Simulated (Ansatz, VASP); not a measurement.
**Au in VASP and in Ansatz**

The input INCAR:

```
PREC = Accurate
ENCUT = 520
EDIFF = 1E-7
ISMEAR = 0
SIGMA = 0.15
LREAL = F
LASPH = T
NELM = 80
ALGO = Fast
ISIF = 2
LWAVE = F
LCHARG = F
GGA = PS
NBANDS = 12
```

KPOINTS

```
Automatic mesh
0
Gamma
  22 22 22
```

Contents of POSCAR:

```
Au
1.0
   -0.8769168513      1.7538337027      1.7538337027
    1.7538337027     -0.8769168513      1.7538337027
    1.7538337027      1.7538337027     -0.8769168513
Au
1
Direct
    0.0000000000      0.0000000000      0.0000000000
```

Input for Ansatz:

```yaml
crystal:
  lattice:
    - [-0.8769168513, 1.7538337027, 1.7538337027]
    - [1.7538337027, -0.8769168513, 1.7538337027]
    - [1.7538337027, 1.7538337027, -0.8769168513]
  atoms:
    - { symbol: Au, position: [0.0, 0.0, 0.0] }
basis:
  ecutwfc: 420
kpoints:
  mp_grid: { grid: [22, 22, 22] }
hamiltonian:
  xc: pbesol
scf:
  occupations: { method: gaussian, width: 0.15 }
output:
  forces: true
  stress: true
  eigenvalues: true
```

Alike in both runs: task single point; functional PBEsol; k mesh 22 × 22 × 22; occupations gaussian, width 0.15 eV; no spin polarisation.

|  | VASP | Ansatz |
| --- | --- | --- |
| version | VASP 6.6.1 | Ansatz 0.2.0 |
| potentials or method | VASP PAW PBE potentials, release 64 (Au), cutoff 520 eV | scalar-relativistic, plane waves, PAW |
| valence electrons in the cell | 11 | 19 |

```tsv
	VASP	Ansatz	Ansatz less VASP
gap on the k mesh at the Fermi level (eV)	none	none	-
pressure (GPa)	11.2	11.5	+0.25
```

VASP's potentials were made for PBE, not for PBEsol. A gap of «none» marks a metal or a gap that the smearing closes. The functional is the same, so the differences come from potentials, cutoffs and numerics. VASP's potentials hold 11 valence electrons a cell and Ansatz's 19, so a difference there can come from the potentials and not from the codes.

Neither program's run includes spin-orbit coupling.
